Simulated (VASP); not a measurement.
Input of a VASP 6.6.1 run:

INCAR

```
ALGO = Normal
EDIFF = 1E-6
ENCUT = 600
GGA = PS
GGA_COMPAT = F
ISIF = 2
ISMEAR = 0
LASPH = T
LCHARG = T
LELF = T
LREAL = F
LVHAR = T
LWAVE = F
NBANDS = 11
NELM = 120
PREC = Accurate
SIGMA = 0.01
```

KPOINTS

```
k-points
0
Gamma
  4 4 4
```

File POSCAR:

```
MgS
1.0
    0.0000000000      2.8539585523      2.7840127468
    2.8539585523      0.0000000000      2.7840127468
    2.8539585523      2.8539585523      0.0000000000
Mg S
1 1
Direct
    0.0000000000      0.0000000000      0.0000000000
    0.2500000000      0.2500000000      0.2500000000
```

Potentials or basis: VASP PAW PBE potentials, release 64 (Mg, S).

The run is started by

```sh
$ cat potpaw_PBE.64/Mg/POTCAR potpaw_PBE.64/S/POTCAR > POTCAR
$ mpirun -np 1 vasp_std > vasp.out
```

Q: Predict the pressure.

A: -0.3 GPa.

Q: What does it give for the band gap on the k mesh?

A: 3.25 eV, direct.

Stress tensor (GPa, compression positive):
```
-0.43  0.00  0.00
 0.00 -0.43  0.00
 0.00  0.00  0.04
```

Caveat: the k points lie up to 0.48 Å⁻¹ apart; the PAW data sets were made with another functional, which shifts forces and pressure a little. A k mesh can miss the band edges.
